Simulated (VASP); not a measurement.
Here is a VASP 6.6.1 calculation.

File POSCAR:

```
MgSe
1.0
    0.0000000000      2.7362756101      2.7362756101
    2.7362756101      0.0000000000      2.7362756101
    2.7362756101      2.7362756101      0.0000000000
Mg Se
1 1
Direct
    0.0000000000      0.0000000000      0.0000000000
    0.5000000000      0.5000000000      0.5000000000
```

The input INCAR.step1:

```
SYSTEM = MgSe
  ALGO = Normal
  EDIFF = 1E-5
  ENCUT = 660
  GGA = PE
  GGA_COMPAT = .FALSE.
  ISMEAR = 0
  LASPH = .TRUE.
  LCHARG = .FALSE.
  LREAL = .FALSE.
  LWAVE = .TRUE.
  NBANDS = 11
  NELM = 120
  PREC = Accurate
  SIGMA = 0.01
```

The input INCAR.step2:

```
SYSTEM = MgSe
  ALGO = Normal
  EDIFF = 1E-6
  ENCUT = 660
  GGA_COMPAT = .FALSE.
  ISIF = 2
  ISMEAR = 0
  ISTART = 1
  LASPH = .TRUE.
  LCHARG = .FALSE.
  LMIXTAU = .TRUE.
  LREAL = .FALSE.
  LWAVE = .FALSE.
  METAGGA = R2SCAN
  NBANDS = 11
  NELM = 120
  PREC = Accurate
  SIGMA = 0.01
```

File KPOINTS:

```
k-points
0
G
  6 6 6
  0 0 0
```

Potentials or basis: VASP PAW PBE potentials, release 64 (Mg, Se).

Launch:

```sh
$ cat potpaw_PBE.64/Mg/POTCAR potpaw_PBE.64/Se/POTCAR > POTCAR
$ cp INCAR.step1 INCAR
$ mpirun -np 1 vasp_std > vasp.out
$ cp INCAR.step2 INCAR
$ mpirun -np 1 vasp_std > vasp.out
```

(1) Estimate the pressure.

(2) What does it give for the band gap on the k mesh?

Results:

(1) -0.3 GPa.

(2) 2.44 eV, indirect (least direct gap 3.41 eV).

Caveat: the PAW data sets were made with another functional, which shifts forces and pressure a little.
